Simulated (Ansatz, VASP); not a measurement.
## CsPbBr3: VASP beside Ansatz

```
Cs Pb Br
1.0
     5.99812    0.00000    0.00000
     0.00000    5.99812    0.00000
     0.00000    0.00000    5.99812
Cs Pb Br
1 1 3
Cartesian
  0.0000 0.0000 0.0000
  2.9991 2.9991 2.9991
  0.0000 2.9991 2.9991
  2.9991 0.0000 2.9991
  2.9991 2.9991 0.0000
```

Alike in both runs: task relaxation of cell and atoms; functional PBE; dispersion D3(BJ); k mesh 6 × 6 × 6; occupations gaussian, width 0.02 eV; no spin polarisation.

|  | VASP | Ansatz |
| --- | --- | --- |
| version | VASP 6.6.1 | Ansatz 0.2.0 |
| potentials or method | VASP PAW PBE potentials, release 64 (Cs_sv, Pb_d, Br), cutoff 600 eV | scalar-relativistic, plane waves, PAW |
| valence electrons in the cell | 44 | 44 |

Ansatz gave:

| Property | Result |
| --- | --- |
| gap on the k mesh at the Fermi level, each at its own relaxed structure (eV) | 1.63 |
| relaxed volume (Å³/atom) | 41.50 |
| relaxed cell length with the largest relative difference (Å) | 5.920 |

Q: What did VASP give for the same quantities?

A: gap on the k mesh at the Fermi level, each at its own relaxed structure (eV): 1.64; relaxed volume (Å³/atom): 41.58; relaxed cell length with the largest relative difference (Å): 5.924.

Spin-orbit coupling is off throughout.
